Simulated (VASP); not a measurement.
Crystal: C.

```
C
1.0
     0.00000    1.87785    1.87785
     1.87785    0.00000    1.87785
     1.87785    1.87785    0.00000
C
2
Cartesian
  0.0000 0.0000 0.0000
  0.9389 0.9389 0.9389
```

This cell differs from its parent crystal: strain +5.5%.

Base run:

```yaml
Program: VASP 6.6.1
Functional: HSE06
Potentials_or_basis: VASP PAW PBE potentials, release 64 (C)
Cutoff: 520 eV
k_mesh: 8 × 8 × 8
Occupations: gaussian, width 0.01 eV
Spin: no spin polarisation
```

Its results: band gap on the k mesh 4.91 eV (least direct gap 6.50 eV); pressure -58.8 GPa.

**Question.** The run is repeated on the same cell with these changes: functional from HSE06 to r2SCAN; k mesh from 8 × 8 × 8 to 12 × 12 × 12. What comes out?

**Answer.** Band gap on the k mesh 3.99 eV (least direct gap 5.41 eV); pressure -52.9 GPa.

Several settings changed at once.

Caveats: the cell stands under tension; the PAW data sets were made with another functional, which shifts forces and pressure a little.

A k mesh can miss the band edges.
